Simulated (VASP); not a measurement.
# SiC (flat sheet) in VASP: further runs, part 2 of 2

VASP 6.6.1. Earlier steps stand in the parts before.

**3. Single point, PBE**

This run uses another cell than the first one, of 47.31 Å³/atom, 1.008 times its volume.

The input, INCAR:

```
SYSTEM = SiC
PREC = Accurate ; ENCUT = 520
EDIFF = 1E-6 ; ISMEAR = 0
SIGMA = 0.05 ; LREAL = Auto
LASPH = .TRUE. ; NELM = 80
ALGO = Normal ; ISIF = 2
LWAVE = .FALSE. ; LCHARG = .FALSE.
GGA = PE ; NBANDS = 66
```

The input, KPOINTS:

```
regular mesh
0
G
  1 1 9
  0 0 0
```

The input, POSCAR:

```
SiC
1.0
   14.4000000000      0.0000000000      0.0000000000
    0.0000000000     14.7000000000      0.0000000000
    0.0000000000      0.0000000000      5.3634668662
Si C
12 12
Direct
    0.7053496016      0.5000000000      0.6666666667
    0.6026748008      0.6742086253      0.6666666667
    0.6778379716      0.6005793967      0.1666666667
    0.3973251992      0.6742086253      0.6666666667
    0.5000000000      0.7011587934      0.1666666667
    0.2946503984      0.5000000000      0.6666666667
    0.3221620284      0.6005793967      0.1666666667
    0.3973251992      0.3257913747      0.6666666667
    0.3221620284      0.3994206033      0.1666666667
    0.6026748008      0.3257913747      0.6666666667
    0.5000000000      0.2988412066      0.1666666667
    0.6778379716      0.3994206033      0.1666666667
    0.6778379716      0.6005793967      0.8333333333
    0.7053496016      0.5000000000      0.3333333333
    0.5000000000      0.7011587934      0.8333333333
    0.6026748008      0.6742086253      0.3333333333
    0.3221620284      0.6005793967      0.8333333333
    0.3973251992      0.6742086253      0.3333333333
    0.3221620284      0.3994206033      0.8333333333
    0.2946503984      0.5000000000      0.3333333333
    0.5000000000      0.2988412066      0.8333333333
    0.3973251992      0.3257913747      0.3333333333
    0.6778379716      0.3994206033      0.8333333333
    0.6026748008      0.3257913747      0.3333333333
```

Potentials or basis: VASP PAW PBE potentials, release 64 (Si, C).

Started as:

```console
cat potpaw_PBE.64/Si/POTCAR potpaw_PBE.64/C/POTCAR > POTCAR
mpirun -np 1 vasp_std > vasp.out
```

OUTCAR:

```text
SYSTEM = SiC
   PREC = Accurate
   ENCUT = 520
   EDIFF = 1E-6
   ISMEAR = 0
   LREAL = Auto
   LASPH = .TRUE.
   NELM = 80
   ISIF = 2
   GGA = PE

 ion  position               nearest neighbor table
   1  0.705  0.500  0.667-  13 1.77  23 1.77  14 1.79  10 2.96   2 2.96  12 3.09   3 3.09   3 3.09
                            12 3.09
   2  0.603  0.674  0.667-  13 1.77  15 1.77  16 1.79   4 2.96   1 2.96   3 3.09   3 3.09   5 3.09
                             5 3.09
   3  0.678  0.601  0.167-  16 1.77  14 1.77  13 1.79   5 2.96  12 2.96   2 3.09   2 3.09   1 3.09
                             1 3.09
   4  0.397  0.674  0.667-  17 1.77  15 1.77  18 1.79   2 2.96   6 2.96   7 3.09   7 3.09   5 3.09
                             5 3.09
   5  0.500  0.701  0.167-  16 1.77  18 1.77  15 1.79   7 2.96   3 2.96   2 3.09   4 3.09   2 3.09
[... 570 lines left out ...]

 VOLUME and BASIS-vectors are now :
 -----------------------------------------------------------------------------
  energy-cutoff  :      520.00
  volume of cell :     1135.34
      direct lattice vectors                 reciprocal lattice vectors
    14.400000000  0.000000000  0.000000000     0.069444444  0.000000000  0.000000000
     0.000000000 14.700000000  0.000000000     0.000000000  0.068027211  0.000000000
     0.000000000  0.000000000  5.363466866     0.000000000  0.000000000  0.186446570

 POSITION                                       TOTAL-FORCE (eV/Angst)
 -----------------------------------------------------------------------------------
     10.15703      7.35000      3.57564        -0.412021     -0.000000     -0.438759
      8.67852      9.91087      3.57564        -0.205847     -0.355179     -0.438526
      9.76087      8.82852      0.89391        -0.354025     -0.205793     -0.434922
      5.72148      9.91087      3.57564         0.205847     -0.355179     -0.438526
      7.20000     10.30703      0.89391         0.000000     -0.411595     -0.437466
      4.24297      7.35000      3.57564         0.412021     -0.000000     -0.438759
[... 16 lines left out ...]
      9.76087      5.87148      4.46956         0.942039     -0.542954      0.437158
      8.67852      4.78913      1.78782         0.543706     -0.936380      0.435841
 -----------------------------------------------------------------------------------
    total drift:                                0.000000      0.000000      0.077544

  FREE ENERGIE OF THE ION-ELECTRON SYSTEM (eV)
  ---------------------------------------------------
  free  energy   TOTEN  =      -163.5424750049 eV

  energy  without entropy=     -163.5424750049  energy(sigma->0) =     -163.54247500
```

OSZICAR:

```text
N       E                     dE             d eps       ncg     rms          rms(c)
DAV:   1     0.682663076746E+03    0.68266E+03   -0.32930E+04   668   0.108E+03
DAV:   2    -0.537782120358E+02   -0.73644E+03   -0.70563E+03   960   0.228E+02
DAV:   3    -0.192226884754E+03   -0.13845E+03   -0.13643E+03   872   0.946E+01
[... 15 lines left out ...]
DAV:  19    -0.163542455607E+03   -0.54538E-04   -0.83265E-06   696   0.471E-03    0.187E-03
DAV:  20    -0.163542470712E+03   -0.15105E-04   -0.24660E-06   640   0.286E-03    0.850E-04
DAV:  21    -0.163542473499E+03   -0.27864E-05   -0.38638E-07   552   0.141E-03    0.520E-04
DAV:  22    -0.163542474687E+03   -0.11880E-05   -0.19690E-07   488   0.872E-04    0.349E-04
DAV:  23    -0.163542475005E+03   -0.31827E-06   -0.48418E-08   552   0.497E-04
   1 F= -.16354248E+03 E0= -.16354248E+03  d E =-.876314E-11
```

Wall time 9.9 min (1 thread of Intel Xeon 6975P-C (Granite Rapids), shared host); peak memory 0.97 GiB.

Results:

```yaml
Free_energy: -163.5425 eV
Largest_force: 1.172 eV/Å
Band_gap_on_the_k_mesh: 0.59 eV, direct
```

Forces on the atoms (eV/Å):
```
Si  -0.412  0.000 -0.439
Si  -0.206 -0.355 -0.439
Si  -0.354 -0.206 -0.435
Si   0.206 -0.355 -0.439
Si   0.000 -0.412 -0.437
Si   0.412  0.000 -0.439
Si   0.354 -0.206 -0.435
Si   0.206  0.355 -0.439
Si   0.354  0.206 -0.435
Si  -0.206  0.355 -0.439
Si   0.000  0.412 -0.437
Si  -0.354  0.206 -0.435
C    0.942  0.543  0.437
C    1.083  0.000  0.443
C    0.000  1.082  0.434
C    0.544  0.936  0.436
C   -0.942  0.543  0.437
C   -0.544  0.936  0.436
C   -0.942 -0.543  0.437
C   -1.083  0.000  0.443
C    0.000 -1.082  0.434
C   -0.544 -0.936  0.436
C    0.942 -0.543  0.437
C    0.544 -0.936  0.436
```

Levels at points of the mesh, in eV from the valence-band top:
| k point | band 44 | band 45 | band 46 | band 47 | band 48 | band 49 | band 50 | band 51 | band 52 | band 53 |
| --- | --- | --- | --- | --- | --- | --- | --- | --- | --- | --- |
| (0.00, 0.00, 0.00) | -0.82 | -0.64 | -0.64 | 0.00 | 0.00 | 0.59 | 1.56 | 1.56 | 2.30 | 2.31 |
